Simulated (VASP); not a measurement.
# GaP (P6_3/mmc) in VASP: further runs

GaP is run at these levels: PBEsol, r2SCAN+rVV10; tasks: single point.

All numbers are computed with VASP 6.6.1; they aren't measurements. Logs are shortened: lines on timing, memory, paths and dates and some standing lists are left out, and cuts for length are marked.

## (1) The cell of the first run

It takes space group P6_3/mmc (No. 194, hexagonal). The conventional cell has a = 3.562 Å, b = 3.562 Å, c = 6.052 Å, α = 90.00°, β = 90.00°, γ = 120.00°. Ga (site symmetry -3m) has 6 P at 2.55 Å and 2 Ga at 3.03 Å within 3.4 Å. Within 3.4 Å of P (site symmetry -6m2) lie 6 Ga at 2.55 Å.

## (2) Single point, PBEsol

INCAR reads:

```
SYSTEM = GaP
  PREC = Accurate
  ENCUT = 520
  EDIFF = 1E-6
  ISMEAR = -1
  SIGMA = 0.03
  LREAL = .False.
  LASPH = .True.
  NELM = 80
  ALGO = Normal
  ISIF = 2
  LWAVE = .False.
  LCHARG = .False.
  GGA = PS
  NBANDS = 26
```

KPOINTS reads:

```
regular mesh
0
Gamma
  9 9 4
  0 0 0
```

POSCAR reads:

```
GaP
1.0
    3.5615490948      0.0000000000      0.0000000000
   -1.7807745474      3.0843919929      0.0000000000
    0.0000000000      0.0000000000      6.0517858936
Ga P
2 2
Direct
    0.0000000000      0.0000000000      0.0000000000
    0.0000000000      0.0000000000      0.5000000000
    0.3333333333      0.6666666667      0.2500000000
    0.6666666667      0.3333333333      0.7500000000
```

Potentials or basis: VASP PAW PBE potentials, release 64 (Ga_d, P).

The run is started by

```sh
$ cat potpaw_PBE.64/Ga_d/POTCAR potpaw_PBE.64/P/POTCAR > POTCAR
$ mpirun -np 1 vasp_std > vasp.out
```

OUTCAR:

```text
SYSTEM = GaP
   PREC = Accurate
   ENCUT = 520
   EDIFF = 1E-6
   ISMEAR = -1
   LREAL = .False.
   LASPH = .True.
   NELM = 80
   ISIF = 2
   GGA = PS

 ion  position               nearest neighbor table
   1  0.000  0.000  0.000-   3 2.55   4 2.55   3 2.55   4 2.55   4 2.55   3 2.55
   2  0.000  0.000  0.500-   3 2.55   4 2.55   3 2.55   4 2.55   4 2.55   3 2.55
   3  0.333  0.667  0.250-   1 2.55   2 2.55   1 2.55   2 2.55   1 2.55   2 2.55
   4  0.667  0.333  0.750-   1 2.55   2 2.55   1 2.55   2 2.55   1 2.55   2 2.55

  LATTYP: Found a hexagonal cell.
 ALAT       =     3.5615490948
 C/A-ratio  =     1.6992004694

  Lattice vectors:

 A1 = (   3.5615490948,   0.0000000000,   0.0000000000)
 A2 = (  -1.7807745474,   3.0843919929,   0.0000000000)
 A3 = (   0.0000000000,   0.0000000000,   6.0517858936)

Analysis of symmetry for initial positions (statically):
=====================================================================
 Subroutine PRICEL returns:
 Original cell was already a primitive cell.

 Routine SETGRP: Setting up the symmetry group for a
 hexagonal supercell.

 Subroutine GETGRP returns: Found 24 space group operations
 (whereof 12 operations were pure point group operations)
 out of a pool of 24 trial point group operations.

The static configuration has the point symmetry D_3d.
 The point group associated with its full space group is D_6h.

Analysis of symmetry for dynamics (positions and initial velocities):
=====================================================================
 Subroutine PRICEL returns:
 Original cell was already a primitive cell.

 Routine SETGRP: Setting up the symmetry group for a
 hexagonal supercell.

 Subroutine GETGRP returns: Found 24 space group operations
 (whereof 12 operations were pure point group operations)
 out of a pool of 24 trial point group operations.

The dynamic configuration has the point symmetry D_3d.
 The point group associated with its full space group is D_6h.

 Subroutine INISYM returns: Found 24 space group operations
 (whereof 12 operations are pure point group operations),
 and found     1 'primitive' translations

----------------------------------------------------------------------------------------

                                     Primitive cell

  volume of cell :      66.4802

  direct lattice vectors                    reciprocal lattice vectors
     3.561549095  0.000000000  0.000000000     0.280776700  0.162106503  0.000000000
    -1.780774547  3.084391993  0.000000000     0.000000000  0.324213006  0.000000000
[... 90 lines left out ...]
   LREAL  =      F    real-space projection
   EDIFFG = 0.1E-04   stopping-criterion for IOM
   NSW    =      0    number of steps for IOM
   IBRION =     -1    ionic relax: 0-MD 1-quasi-New 2-CG
   NFREE  =      0    steps in history (QN), initial steepest desc. (CG)
   ISIF   =      2    stress and relaxation
   ISYM   =      2    0-nonsym 1-usesym 2-fastsym
   POTIM  = 0.5000    time-step for ionic-motion
   TEBEG  =    0.0;   TEEND  =   0.0 temperature during run
   PSTRESS=    0.0 pullay stress
   NELECT =      36.0000    total number of electrons
   NUPDOWN=      -1.0000    fix difference up-down
   EMIN   =  10.00;   EMAX   =-10.00  energy-range for DOS
   EFERMI =   0.00;   METHOD = LEGACY
   ISMEAR =    -1;   SIGMA  =   0.03  broadening in eV -4-tet -1-fermi 0-gaus
   EFERMI_NEDOS =   21; number of points for ismear=-14 and -15
   IALGO  =     38    algorithm
   IMIX   =      4    mixing-type and parameters
     AMIX     =   0.40;   BMIX     =  1.00
     AMIX_MAG =   1.60;   BMIX_MAG =  1.00
  volume/ion in A,a.u.               =      16.62       112.16
  Fermi-wavevector in a.u.,A,eV,Ry     =   1.334376  2.521606 24.225990  1.780560
  Thomas-Fermi vector in A             =   2.463162
   LORBIT       =      0    0 simple, 1 ext, 2 COOP (PROOUT), +10 PAW based schemes
   GGA     = PS    functional components
   LHFCALC =     F    Hartree Fock is set to
   AEXX    =    0.0000 exact exchange contribution
   IVDW    =     0    specifies the selected vdW correction
   LEPSILON=     F    determine dielectric tensor
   LRPA    =     F    only Hartree local field effects (RPA)
 non-spin polarized calculation
  energy-cutoff  :      520.00
  volume of cell :       66.48
 maximum number of plane-waves:      1834
 NGX is ok and might be reduce to    28
   NGX = 13   NGY = 13   NGZ = 23

 number of electron      35.9999986 magnetization

 Free energy of the ion-electron system (eV)
  ---------------------------------------------------
  ext. energy  EPLUGINS =         0.00000000
  ---------------------------------------------------
  free energy    TOTEN  =       -18.29081456 eV

  energy without entropy =      -18.28610480  energy(sigma->0) =      -18.28845968

 E-fermi :   6.7683     XC(G=0): -11.2344

 val. band max:        6.6968511397   @ k =   0.0000   0.0000   0.2500
 cond. band min:       6.7803337404   @ k =   0.4444   0.0000   0.5000
 fundamental gap:      0.0834826007
 Fermi energy:         6.7683332125

 k-point     1 :       0.0000    0.0000    0.0000
  band No.  band energies     occupation
      1      -8.0951      2.00000
      2      -8.0479      2.00000
      3      -8.0479      2.00000
      4      -7.9755      2.00000
      5      -7.9755      2.00000
      6      -7.9618      2.00000
[... 685 lines left out ...]
     25      15.3496      0.00000
     26      15.3496      0.00000

 [... further k-points ...]

------------------------ aborting loop because EDIFF is reached ----------------------------------------

  FORCE on cell =-STRESS in cart. coord.  units (eV):
  Direction    XX          YY          ZZ          XY          YZ          ZX
  --------------------------------------------------------------------------------------
  -------------------------------------------------------------------------------------
  Total        0.0311683      0.0311683      0.0381181      0.0000000      0.0000000     -0.0000000
  in kB        0.7511598      0.7511598      0.9186500      0.0000000      0.0000000     -0.0000000
  external PRESSURE =       0.8069898 kB  Pullay stress =       0.0000000 kB

 VOLUME and BASIS-vectors are now :
 -----------------------------------------------------------------------------
  energy-cutoff  :      520.00
  volume of cell :       66.48
      direct lattice vectors                 reciprocal lattice vectors
     3.561549095  0.000000000  0.000000000     0.280776700  0.162106503  0.000000000
    -1.780774547  3.084391993  0.000000000     0.000000000  0.324213006  0.000000000
     0.000000000  0.000000000  6.051785894     0.000000000  0.000000000  0.165240479

 POSITION                                       TOTAL-FORCE (eV/Angst)
 -----------------------------------------------------------------------------------
      0.00000      0.00000      0.00000         0.000000      0.000000      0.000000
      0.00000      0.00000      3.02589         0.000000      0.000000      0.000000
     -0.00000      2.05626      1.51295         0.000000      0.000000      0.000000
      1.78077      1.02813      4.53884        -0.000000     -0.000000     -0.000000
 -----------------------------------------------------------------------------------
    total drift:                               -0.000000      0.000000      0.000000

  FREE ENERGIE OF THE ION-ELECTRON SYSTEM (eV)
  ---------------------------------------------------
  free  energy   TOTEN  =       -18.2908145555 eV

  energy  without entropy=      -18.2861048043  energy(sigma->0) =      -18.28845968
```

It took 81 s on 1 thread of AMD EPYC 7R13, shared host; peak memory 0.21 GiB.

Results:

| Property | Result |
| --- | --- |
| Free energy | -18.2908 eV |
| Pressure | 0.1 GPa |
| Band gap on the k mesh | zero (bands 18 and 19 overlap by 3.93 eV) |

Caveat: the PAW data sets were made with another functional, which shifts forces and pressure a little.

## (3) Single point, r2SCAN+rVV10

This run uses another cell than the first one, of 16.74 Å³/atom.

POSCAR reads:

```
GaP
1.0
    3.5842764576      0.0000000000      0.0000000000
   -1.7921382288      3.1040744664      0.0000000000
    0.0000000000      0.0000000000      6.0179064995
Ga P
2 2
Direct
    0.0000000000      0.0000000000      0.0000000000
    0.0000000000      0.0000000000      0.5000000000
    0.3333333333      0.6666666667      0.2500000000
    0.6666666667      0.3333333333      0.7500000000
```

INCAR.step1 reads:

```
PREC = Accurate ; ENCUT = 520
ISMEAR = -1 ; SIGMA = 0.03
LREAL = F ; LASPH = T
NELM = 60 ; NBANDS = 26
GGA = PE ; ALGO = Normal
EDIFF = 1E-4 ; LWAVE = T
LCHARG = F
```

INCAR.step2 reads:

```
PREC = Accurate ; ENCUT = 520
EDIFF = 1E-7 ; ISMEAR = -1
SIGMA = 0.03 ; LREAL = F
LASPH = T ; NELM = 60
ALGO = Normal ; ISIF = 2
LWAVE = F ; LCHARG = F
METAGGA = R2SCAN ; LMIXTAU = T
LUSE_VDW = T ; IVDW_NL = 2
BPARAM = 11.95 ; CPARAM = 0.0093
NBANDS = 26 ; ISTART = 1
```

KPOINTS reads:

```
Automatic mesh
0
Gamma
  12 12 4
```

Potentials or basis: VASP PAW PBE potentials, release 64 (Ga_d, P).

The run is started by

```sh
$ cat potpaw_PBE.64/Ga_d/POTCAR potpaw_PBE.64/P/POTCAR > POTCAR
$ cp INCAR.step1 INCAR
$ mpirun -np 1 vasp_std > vasp.out
$ cp INCAR.step2 INCAR
$ mpirun -np 1 vasp_std > vasp.out
```

It took 13 min on 1 thread of AMD EPYC 7R13, shared host; peak memory 0.4 GiB.

Results (log left out):

```
Free energy            : -39.8776 eV
Pressure               : -0.1 GPa
Band gap on the k mesh : zero (bands 18 and 19 overlap by 3.87 eV)
```

Stress tensor (GPa, compression positive):
```
-0.08  0.00  0.00
 0.00 -0.08  0.00
 0.00  0.00 -0.20
```

Levels at points of the mesh, in eV from the Fermi level:
```
           k point  band 15  band 16  band 17  band 18  band 19  band 20  band 21  band 22
(0.00, 0.00, 0.00)    -0.25    -0.19     0.32     0.32     1.69     3.60     5.44     5.44
(0.50, 0.00, 0.00)    -4.58    -4.54    -2.78     0.16     1.63     1.94     3.30     3.47
(0.00, 0.00, 0.50)     0.11     0.11     0.11     0.11     3.49     3.49     4.94     4.94
(0.50, 0.00, 0.50)    -1.90    -1.90    -1.76    -1.76     0.17     0.17     3.77     3.77
```

Caveat: the PAW data sets were made with another functional, which shifts forces and pressure a little.

The gap in the log of VASP goes by the Fermi energy; the results here count the filled bands.